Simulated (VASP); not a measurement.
# Tl (P6_3/mmc) in VASP: a series of runs

The runs below take Tl through single point, with revPBE.

Everything below comes from runs of VASP 6.6.1. Logs are shortened: lines on timing, memory, paths and dates and some standing lists are left out, and cuts for length are marked.

## (1) The cell of the first run

Symmetry: P6_3/mmc, No. 194, hexagonal system. The conventional cell has a = 3.465 Å, b = 3.465 Å, c = 11.119 Å, α = 90.00°, β = 90.00°, γ = 120.00°. Tl (site symmetry -3m) has 12 Tl at 3.42 to 3.46 Å within 4.5 Å. Within 4.5 Å of Tl (site symmetry -6m2) lie 12 Tl at 3.42 to 3.46 Å.

## (2) Single point, revPBE (volume scaled by 0.88)

Input file INCAR:

```
SYSTEM = Tl
ALGO = Normal ; EDIFF = 1E-6
ENCUT = 520 ; GGA = RE
ISIF = 2 ; ISMEAR = -1
LASPH = .TRUE. ; LCHARG = .FALSE.
LREAL = .FALSE. ; LWAVE = .FALSE.
NBANDS = 34 ; NELM = 80
PREC = Accurate ; SIGMA = 0.1
```

Input file KPOINTS:

```
k-points
0
G
  11 11 3
  0 0 0
```

Input file POSCAR:

```
Tl
1.0
    3.4645569225      0.0000000000      0.0000000000
   -1.7322784613      3.0003943078      0.0000000000
    0.0000000000      0.0000000000     11.1194197432
Tl
4
Direct
    1.0000000000      1.0000000000      0.0000000000
    1.0000000000      1.0000000000      0.5000000000
    0.3333333333      0.6666666667      0.2500000000
    0.6666666667      0.3333333333      0.7500000000
```

Potentials or basis: VASP PAW PBE potentials, release 64 (Tl_d).

On the command line:

```sh
> cat potpaw_PBE.64/Tl_d/POTCAR > POTCAR
> mpirun -np 1 vasp_std > vasp.out
```

OUTCAR:

```text
SYSTEM = Tl
   EDIFF = 1E-6
   ENCUT = 520
   GGA = RE
   ISIF = 2
   ISMEAR = -1
   LASPH = .TRUE.
   LREAL = .FALSE.
   NELM = 80
   PREC = Accurate

 ion  position               nearest neighbor table
   1  0.000  0.000  0.000-   3 3.42   4 3.42   4 3.42   3 3.42   4 3.42   3 3.42
   2  0.000  0.000  0.500-   3 3.42   4 3.42   4 3.42   3 3.42   4 3.42   3 3.42
   3  0.333  0.667  0.250-   1 3.42   2 3.42   1 3.42   2 3.42   1 3.42   2 3.42
   4  0.667  0.333  0.750-   1 3.42   2 3.42   1 3.42   2 3.42   1 3.42   2 3.42

  LATTYP: Found a hexagonal cell.
 ALAT       =     3.4645569225
 C/A-ratio  =     3.2094781503

  Lattice vectors:

 A1 = (   3.4645569225,   0.0000000000,   0.0000000000)
 A2 = (  -1.7322784613,   3.0003943078,   0.0000000000)
 A3 = (   0.0000000000,   0.0000000000,  11.1194197432)

Analysis of symmetry for initial positions (statically):
=====================================================================
 Subroutine PRICEL returns:
 Original cell was already a primitive cell.

 Routine SETGRP: Setting up the symmetry group for a
 hexagonal supercell.

 Subroutine GETGRP returns: Found 24 space group operations
 (whereof 12 operations were pure point group operations)
 out of a pool of 24 trial point group operations.

The static configuration has the point symmetry D_3d.
 The point group associated with its full space group is D_6h.

Analysis of symmetry for dynamics (positions and initial velocities):
=====================================================================
 Subroutine PRICEL returns:
 Original cell was already a primitive cell.

 Routine SETGRP: Setting up the symmetry group for a
 hexagonal supercell.

 Subroutine GETGRP returns: Found 24 space group operations
 (whereof 12 operations were pure point group operations)
 out of a pool of 24 trial point group operations.

The dynamic configuration has the point symmetry D_3d.
 The point group associated with its full space group is D_6h.

 Subroutine INISYM returns: Found 24 space group operations
 (whereof 12 operations are pure point group operations),
 and found     1 'primitive' translations

----------------------------------------------------------------------------------------

                                     Primitive cell

  volume of cell :     115.5868

  direct lattice vectors                    reciprocal lattice vectors
     3.464556922  0.000000000  0.000000000     0.288637197  0.166644764  0.000000000
    -1.732278461  3.000394308  0.000000000     0.000000000  0.333289527  0.000000000
     0.000000000  0.000000000 11.119419743     0.000000000  0.000000000  0.089932750

  length of vectors
     3.464556922  3.464556923 11.119419743     0.333289527  0.333289527  0.089932750

  position of ions in fractional coordinates (direct lattice)
     0.000000000  0.000000000  0.000000000
     0.000000000  0.000000000  0.500000000
     0.333333333  0.666666667  0.250000000
     0.666666667  0.333333333  0.750000000

  ion indices of the primitive-cell ions
   primitive index   ion index
                 1           1
                 2           2
                 3           3
                 4           4

----------------------------------------------------------------------------------------

 KPOINTS: k-points

Automatic generation of k-mesh.
 Grid dimensions read from file:
 generate k-points for:   11   11    3

 Generating k-lattice:

  Cartesian coordinates                     Fractional coordinates (reciprocal lattice)
     0.026239745  0.015149524  0.000000000     0.090909091 -0.000000000  0.000000000
     0.000000000  0.030299048  0.000000000     0.000000000  0.090909091  0.000000000
     0.000000000  0.000000000  0.029977583     0.000000000  0.000000000  0.333333333

  Length of vectors
     0.030299048  0.030299048  0.029977583

  Shift w.r.t. Gamma in fractional coordinates (k-lattice)
     0.000000000  0.000000000  0.000000000

 Subroutine IBZKPT returns following result:
 ===========================================

 Found     32 irreducible k-points:

 Following reciprocal coordinates:
            Coordinates               Weight
  0.000000  0.000000  0.000000      1.000000
  0.090909 -0.000000  0.000000      6.000000
  0.181818  0.000000  0.000000      6.000000
  0.272727  0.000000  0.000000      6.000000
  0.363636  0.000000  0.000000      6.000000
  0.454545 -0.000000  0.000000      6.000000
[... 16 lines left out ...]
  0.090909  0.090909  0.333333     12.000000
  0.181818  0.090909  0.333333     24.000000
 [... further k-points ...]
   k-points           NKPTS =     32   k-points in BZ     NKDIM =     32   number of bands    NBANDS=     34
   number of dos      NEDOS =    301   number of ions     NIONS =      4
   total plane-waves  NPLWV =  65856
   dimension x,y,z NGX =    28 NGY =   28 NGZ =   84
   dimension x,y,z NGXF=    56 NGYF=   56 NGZF=  168
   ions per type =               4
   NGX,Y,Z   is equivalent  to a cutoff of  13.44, 13.44, 12.56 a.u.
   NGXF,Y,Z  is equivalent  to a cutoff of  26.87, 26.87, 25.12 a.u.
 SYSTEM =  Tl
   PREC   = accura    normal or accurate (medium, high low for compatibility)
   ISTART =      0    job   : 0-new  1-cont  2-samecut
   ICHARG =      2    charge: 1-file 2-atom 10-const
   ISPIN  =      1    spin polarized calculation?
   LNONCOLLINEAR =      F non collinear calculations
   LSORBIT =      F    spin-orbit coupling
   LASPH  =      T    aspherical Exc in radial PAW
   ENCUT  =  520.0 eV  38.22 Ry    6.18 a.u.   6.44  6.44 20.67*2*pi/ulx,y,z
   NELM   =     80;   NELMIN=  2; NELMDL= -5     # of ELM steps
   EDIFF  = 0.1E-05   stopping-criterion for ELM
   LREAL  =      F    real-space projection
   EDIFFG = 0.1E-04   stopping-criterion for IOM
   NSW    =      0    number of steps for IOM
   IBRION =     -1    ionic relax: 0-MD 1-quasi-New 2-CG
   NFREE  =      0    steps in history (QN), initial steepest desc. (CG)
   ISIF   =      2    stress and relaxation
   ISYM   =      2    0-nonsym 1-usesym 2-fastsym
   POTIM  = 0.5000    time-step for ionic-motion
   TEBEG  =    0.0;   TEEND  =   0.0 temperature during run
   PSTRESS=    0.0 pullay stress
   NELECT =      52.0000    total number of electrons
   NUPDOWN=      -1.0000    fix difference up-down
   EMIN   =  10.00;   EMAX   =-10.00  energy-range for DOS
   EFERMI =   0.00;   METHOD = LEGACY
   ISMEAR =    -1;   SIGMA  =   0.10  broadening in eV -4-tet -1-fermi 0-gaus
   EFERMI_NEDOS =   21; number of points for ismear=-14 and -15
   IALGO  =     38    algorithm
   IMIX   =      4    mixing-type and parameters
     AMIX     =   0.40;   BMIX     =  1.00
     AMIX_MAG =   1.60;   BMIX_MAG =  1.00
  volume/ion in A,a.u.               =      28.90       195.00
  Fermi-wavevector in a.u.,A,eV,Ry     =   1.254411  2.370493 21.409410  1.573547
  Thomas-Fermi vector in A             =   2.388217
   LORBIT       =      0    0 simple, 1 ext, 2 COOP (PROOUT), +10 PAW based schemes
   GGA     = RE    functional components
   LHFCALC =     F    Hartree Fock is set to
   AEXX    =    0.0000 exact exchange contribution
   IVDW    =     0    specifies the selected vdW correction
   LEPSILON=     F    determine dielectric tensor
   LRPA    =     F    only Hartree local field effects (RPA)
 non-spin polarized calculation
  energy-cutoff  :      520.00
  volume of cell :      115.59
 maximum number of plane-waves:      3139
 NGX is ok and might be reduce to    28
   NGX = 13   NGY = 13   NGZ = 41

 number of electron      52.0000009 magnetization

 Free energy of the ion-electron system (eV)
  ---------------------------------------------------
  ext. energy  EPLUGINS =         0.00000000
  ---------------------------------------------------
  free energy    TOTEN  =        -7.42875270 eV

  energy without entropy =       -7.36255660  energy(sigma->0) =       -7.39565465

 E-fermi :   6.5457     XC(G=0): -10.0511

 val. band max:        6.5249515944   @ k =   0.1818   0.1818   0.3333
 cond. band min:       6.5564021176   @ k =   0.4545  -0.0000   0.3333
 fundamental gap:      0.0314505232
 Fermi energy:         6.5456893553

 k-point     1 :       0.0000    0.0000    0.0000
  band No.  band energies     occupation
      1      -5.2609      2.00000
      2      -5.1401      2.00000
      3      -5.1259      2.00000
      4      -5.0809      2.00000
      5      -5.0809      2.00000
      6      -5.0608      2.00000
[... 26 lines left out ...]
     33      15.5167      0.00000
     34      16.6086      0.00000

 k-point     2 :       0.0909   -0.0000    0.0000
  band No.  band energies     occupation
      1      -5.2327      2.00000
      2      -5.1285      2.00000
      3      -5.1258      2.00000
      4      -5.0849      2.00000
      5      -5.0697      2.00000
      6      -5.0563      2.00000
[... 26 lines left out ...]
     33      15.0793      0.00000
     34      15.4934      0.00000

 k-point     3 :       0.1818    0.0000    0.0000
  band No.  band energies     occupation
      1      -5.2196      2.00000
      2      -5.1540      2.00000
      3      -5.1471      2.00000
      4      -5.0725      2.00000
      5      -5.0660      2.00000
      6      -5.0435      2.00000
[... 26 lines left out ...]
     33      14.1542      0.00000
     34      14.1716      0.00000

 k-point     4 :       0.2727    0.0000    0.0000
  band No.  band energies     occupation
      1      -5.2829      2.00000
      2      -5.2011      2.00000
      3      -5.1945      2.00000
      4      -5.1456      2.00000
      5      -5.1157      2.00000
      6      -5.0223      2.00000
[... 26 lines left out ...]
     33      13.2405      0.00000
     34      13.2581      0.00000

 k-point     5 :       0.3636    0.0000    0.0000
  band No.  band energies     occupation
      1      -5.3491      2.00000
      2      -5.2606      2.00000
      3      -5.2497      2.00000
      4      -5.2183      2.00000
      5      -5.1780      2.00000
      6      -5.0610      2.00000
[... 621 lines left out ...]
 k-point    22 :       0.4545   -0.0000    0.3333
  band No.  band energies     occupation
      1      -5.3669      2.00000
      2      -5.3146      2.00000
      3      -5.2708      2.00000
      4      -5.2447      2.00000
      5      -5.1861      2.00000
      6      -5.1648      2.00000
[... 26 lines left out ...]
     33      11.7306      0.00000
     34      12.7771      0.00000

 k-point    23 :       0.0909    0.0909    0.3333
  band No.  band energies     occupation
      1      -5.1822      2.00000
      2      -5.1592      2.00000
      3      -5.1213      2.00000
      4      -5.1175      2.00000
      5      -5.0626      2.00000
      6      -5.0340      2.00000
[... 26 lines left out ...]
     33      14.2837      0.00000
     34      14.7022      0.00000

 k-point    24 :       0.1818    0.0909    0.3333
  band No.  band energies     occupation
      1      -5.2105      2.00000
      2      -5.1874      2.00000
      3      -5.1402      2.00000
      4      -5.1137      2.00000
      5      -5.0685      2.00000
      6      -5.0312      2.00000
[... 26 lines left out ...]
     33      13.0629      0.00000
     34      13.8782      0.00000

 [... further k-points ...]

------------------------ aborting loop because EDIFF is reached ----------------------------------------

  FORCE on cell =-STRESS in cart. coord.  units (eV):
  Direction    XX          YY          ZZ          XY          YZ          ZX
  --------------------------------------------------------------------------------------
  -------------------------------------------------------------------------------------
  Total        2.6861673      2.6861673      3.0091814     -0.0000000      0.0000000      0.0000000
  in kB       37.2336391     37.2336391     41.7110182     -0.0000000      0.0000000      0.0000000
  external PRESSURE =      38.7260988 kB  Pullay stress =       0.0000000 kB

 VOLUME and BASIS-vectors are now :
 -----------------------------------------------------------------------------
  energy-cutoff  :      520.00
  volume of cell :      115.59
      direct lattice vectors                 reciprocal lattice vectors
     3.464556922  0.000000000  0.000000000     0.288637197  0.166644764  0.000000000
    -1.732278461  3.000394308  0.000000000     0.000000000  0.333289527  0.000000000
     0.000000000  0.000000000 11.119419743     0.000000000  0.000000000  0.089932750

 POSITION                                       TOTAL-FORCE (eV/Angst)
 -----------------------------------------------------------------------------------
      0.00000      0.00000      0.00000        -0.000000      0.000000     -0.000000
      0.00000      0.00000      5.55971        -0.000000      0.000000     -0.000000
     -0.00000      2.00026      2.77985         0.000000     -0.000000     -0.000000
      1.73228      1.00013      8.33956         0.000000      0.000000      0.000000
 -----------------------------------------------------------------------------------
    total drift:                                0.000000     -0.000000      0.000000

  FREE ENERGIE OF THE ION-ELECTRON SYSTEM (eV)
  ---------------------------------------------------
  free  energy   TOTEN  =        -7.4287526979 eV

  energy  without entropy=       -7.3625565997  energy(sigma->0) =       -7.39565465
```

Run time: 90 s. Hardware: 1 thread of Intel Xeon 6975P-C, shared host; peak memory 0.28 GiB.

What came out:

- Free energy: -7.4288 eV
- Pressure: 3.9 GPa
- Band gap on the k mesh: zero (band 26 reaches 9.99 eV, above the bottom of band 27 at 5.53 eV)

Stress tensor (GPa, compression positive):
```
3.72 0.00 0.00
0.00 3.72 0.00
0.00 0.00 4.17
```

Caveat: the PAW data sets were made with another functional, which shifts forces and pressure a little; spin-orbit coupling is left out, which moves the levels of the heavy elements.

## (3) Single point, revPBE (volume scaled by 0.92)

Input file INCAR:

```
PREC = Accurate ; ENCUT = 520
EDIFF = 1E-7 ; ISMEAR = -1
SIGMA = 0.1 ; LREAL = False
LASPH = True ; NELM = 80
ALGO = Normal ; ISIF = 2
LWAVE = False ; LCHARG = False
GGA = RE ; NBANDS = 34
```

Input file KPOINTS:

```
Automatic mesh
0
Gamma
  11 11 3
```

Input file POSCAR:

```
Tl
1.0
    3.5162743520      0.0000000000      0.0000000000
   -1.7581371760      3.0451829155      0.0000000000
    0.0000000000      0.0000000000     11.2854057032
Tl
4
Direct
    1.0000000000      1.0000000000      0.0000000000
    1.0000000000      1.0000000000      0.5000000000
    0.3333333333      0.6666666667      0.2500000000
    0.6666666667      0.3333333333      0.7500000000
```

Potentials or basis: VASP PAW PBE potentials, release 64 (Tl_d).

On the command line:

```sh
> cat potpaw_PBE.64/Tl_d/POTCAR > POTCAR
> mpirun -np 1 vasp_std > vasp.out
```

Run time: 1.7 min. Hardware: 1 thread of Intel Xeon 6975P-C, shared host; peak memory 0.28 GiB.

The run converged. Its results:

* Free energy: -7.5302 eV
* Pressure: 2.2 GPa
* Band gap on the k mesh: zero (band 26 reaches 9.37 eV, above the bottom of band 27 at 5.15 eV)

Stress tensor (GPa, compression positive):
```
2.12 0.00 0.00
0.00 2.12 0.00
0.00 0.00 2.38
```

Levels at points of the mesh, in eV from the Fermi level:
| k point | band 23 | band 24 | band 25 | band 26 | band 27 | band 28 |
| --- | --- | --- | --- | --- | --- | --- |
| (0.00, 0.00, 0.00) | -8.31 | -5.15 | -2.61 | 3.14 | 3.15 | 7.69 |

Caveat: the PAW data sets were made with another functional, which shifts forces and pressure a little; spin-orbit coupling is left out, which moves the levels of the heavy elements.
